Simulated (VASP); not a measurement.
Here is a VASP 6.6.1 calculation.

The input INCAR:

```
PREC = Accurate
ENCUT = 600
EDIFF = 1E-7
ISMEAR = -1
SIGMA = 0.05
LREAL = False
LASPH = True
NELM = 100
ALGO = Normal
ISIF = 3
LWAVE = False
LCHARG = False
GGA = PS
IBRION = 2
NSW = 32
EDIFFG = -0.005
PSTRESS = 19.0
```

The input KPOINTS:

```
Automatic mesh
0
Gamma
  14 14 14
```

The input POSCAR:

```
Li
1.0
    2.6176233209      0.0000000000      0.0000000000
    0.0000000000      2.6176233209      0.0000000000
    0.0000000000      0.0000000000      2.6176233209
Li
1
Direct
    0.0000000000      0.0000000000      0.0000000000
```

Potentials or basis: VASP PAW PBE potentials, release 64 (Li_sv).

Run with:

```bash
$ cat potpaw_PBE.64/Li_sv/POTCAR > POTCAR
$ mpirun -np 1 vasp_std > vasp.out
```

(1) Estimate the band gap on the k mesh.

(2) Predict the relaxed volume.

(3) Estimate the relaxed cell.

## Answers

(1) zero (an odd number of electrons rules out a gap without spin polarisation).

(2) 17.79 Å³/atom.

(3) a = 2.610 Å, b = 2.610 Å, c = 2.610 Å, α = 90.00°, β = 90.00°, γ = 90.00°.

Caveat: the cutoff is under 1.25 times the usual one of these potentials, so pressure, stress and relaxed cells hold a basis-set (Pulay) error; the cell is relaxed towards a set pressure, so the run minimises the enthalpy, not the energy; the PAW data sets were made with another functional, which shifts forces and pressure a little.
